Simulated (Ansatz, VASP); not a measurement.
## GaN: VASP beside Ansatz

```xyz
2
Lattice="0.0000 2.1574 2.1574 2.1574 0.0000 2.1574 2.1574 2.1574 0.0000" Properties=species:S:1:pos:R:3 pbc="T T T"
Ga    0.0000    0.0000    0.0000
N     1.0787    1.0787    1.0787
```

Change from the starting cell: hydrostatic strain -4.1%.

Alike in both runs: task single point; functional PBE; k mesh 10 × 10 × 10; occupations fermi-dirac, width 0.02 eV; no spin polarisation.

|  | VASP | Ansatz |
| --- | --- | --- |
| version | VASP 6.6.1 | Ansatz 0.2.0 |
| potentials or method | VASP PAW PBE potentials, release 64 (Ga_d, N) | plane waves, PAW |
| plane-wave cutoff (eV) | 520 | 420 |
| valence electrons in the cell | 18 | 18 |

```tsv
	VASP	Ansatz	Ansatz less VASP
gap on the k mesh at the Fermi level (eV)	2.57	2.55	-0.018
pressure (GPa)	38.3	38.5	+0.21
```

Both programs put the cell under a high pressure, so it lies far from rest at this level.
